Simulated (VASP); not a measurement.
## Hf: single point with r2SCAN

Crystal: Hf.

```xyz
3
Lattice="4.9727 0.0000 0.0000 -2.4864 4.3065 0.0000 0.0000 0.0000 3.0887" Properties=species:S:1:pos:R:3 pbc="T T T"
Hf    2.4864    1.4355    1.5443
Hf    0.0000    2.8710    1.5443
Hf    0.0000    0.0000    0.0000
```

This isn't the form of Hf at room conditions, which is hcp.

```json
{"Program": "VASP 6.6.1", "Task": "single point", "Functional": "r2SCAN", "Potentials or basis": "VASP PAW PBE potentials, release 64 (Hf_pv)", "Cutoff": "520 eV", "k mesh": "10 × 10 × 12", "Occupations": "gaussian, width 0.05 eV", "Spin": "no spin polarisation"}
```

```json
{
 "Pressure": "-0.6 GPa",
 "Band gap on the k mesh": "zero (bands 15 and 16 overlap by 0.84 eV)"
}
```

Stress tensor (GPa, compression positive):
```
-0.58  0.00  0.00
 0.00 -0.58  0.00
 0.00  0.00 -0.49
```

Levels at points of the mesh, in eV from the Fermi level:
```
           k point  band 12  band 13  band 14  band 15  band 16  band 17  band 18  band 19
(0.00, 0.00, 0.00)    -0.81    -0.81    -0.73    -0.73    -0.53     1.32     2.36     2.36
(0.50, 0.00, 0.00)    -3.67    -0.46    -0.32    -0.32     0.24     0.84     1.01     1.77
(0.00, 0.00, 0.50)    -2.62    -2.43    -2.03    -2.03     1.46     1.46     2.19     2.19
(0.50, 0.00, 0.50)    -2.13    -1.48    -0.91    -0.85     0.44     0.74     1.22     1.79
```

It took 4.7 min on 1 thread of AMD EPYC 9R45 96-Core Processor (Zen 5) (shared host), peak memory 0.24 GiB.

Caveat: the PAW data sets were made with another functional, which shifts forces and pressure a little; spin-orbit coupling is left out, which moves the levels of the heavy elements.
